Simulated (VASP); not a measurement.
Here is a VASP 6.6.1 calculation.

File INCAR:

```
SYSTEM = SbMo
  ALGO = Normal
  EDIFF = 1E-6
  ENCUT = 520
  GGA = PE
  ISIF = 2
  ISMEAR = 0
  LASPH = .TRUE.
  LCHARG = .TRUE.
  LELF = .TRUE.
  LREAL = .FALSE.
  LVHAR = .TRUE.
  LWAVE = .FALSE.
  NBANDS = 16
  NELM = 80
  PREC = Accurate
  SIGMA = 0.05
```

KPOINTS

```
k-points
0
G
  10 10 10
  0 0 0
```

POSCAR

```
SbMo
1.0
    0.0000000000      2.8230830758      2.8230830758
    2.8230830758      0.0000000000      2.8230830758
    2.8230830758      2.8230830758      0.0000000000
Mo Sb
1 1
Direct
    0.5000000000      0.5000000000      0.5000000000
    0.0000000000      0.0000000000      0.0000000000
```

Potentials or basis: VASP PAW PBE potentials, release 64 (Mo_sv, Sb).

Run with:

```console
$ cat potpaw_PBE.64/Mo_sv/POTCAR potpaw_PBE.64/Sb/POTCAR > POTCAR
$ mpirun -np 1 vasp_std > vasp.out
```

Q: Predict the pressure.

A: -7.2 GPa.
